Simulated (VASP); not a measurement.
Write the native input for VASP 6.6.1 that does the following.

- Task: single point
- Functional: PBE
- Potentials or basis: VASP PAW PBE potentials, release 64 (Fe)
- Cutoff: 600 eV
- k mesh: 5 × 5 × 5
- Occupations: gaussian, width 0.1 eV
- Spin: non-collinear spin, typed start, spin-orbit coupling
- Starting moments: [[0.0, 0.0, 2.2]] μB
- Dipole correction: no
- Further INCAR settings: ALGO = Normal; EDIFF = 1e-06; NBANDS = 19

The structure of Fe lies in POSCAR:

```
Fe
1.0
   -1.4225000000      1.4225000000      1.4225000000
    1.4225000000     -1.4225000000      1.4225000000
    1.4225000000      1.4225000000     -1.4225000000
Fe
1
Direct
    0.0000000000      0.0000000000      0.0000000000
```

These files were run (other wordings do the same):

INCAR

```
PREC     = Accurate       # precision mode
ENCUT    = 600            # plane-wave cutoff, eV
EDIFF    = 1E-6           # SCF threshold, eV
ISMEAR   = 0              # smearing method
SIGMA    = 0.1            # smearing width, eV
LREAL    = F              # projectors in reciprocal space
LASPH    = T              # aspherical terms in the spheres
NELM     = 200            # most SCF steps
ALGO     = Normal         # electronic algorithm
ISIF     = 2              # what is computed and relaxed
LWAVE    = F              # write WAVECAR
LCHARG   = F              # write CHGCAR
MAGMOM   = 0 0 2.2        # initial moments
LORBIT   = 11             # projections on sites
LSORBIT  = T              # spin-orbit coupling
GGA_COMPAT= F            
LORBMOM  = T            
LMAXMIX  = 4              # l up to which the mixer works
GGA      = PE             # functional
NBANDS   = 19             # bands
```

KPOINTS

```
regular mesh
0
Gamma
  5 5 5
```

Potentials or basis: VASP PAW PBE potentials, release 64 (Fe).

The run is started by

```bash
$ cat potpaw_PBE.64/Fe/POTCAR > POTCAR
$ mpirun -np 1 vasp_ncl > vasp.out
```

Results of the run:

```yaml
Pressure: -5.4 GPa
Net_moment: 2.03 μB per cell
Valence_electrons_inside_the_program's_atomic_spheres: Fe 7.23
```

Caveat: the k points lie up to 0.62 Å⁻¹ apart.

Wall time 44 s on 1 thread of Intel(R) Xeon(R) Platinum 8259CL CPU @ 2.50GHz (Skylake/Cascade Lake), on a shared host, peak memory 0.16 GiB.
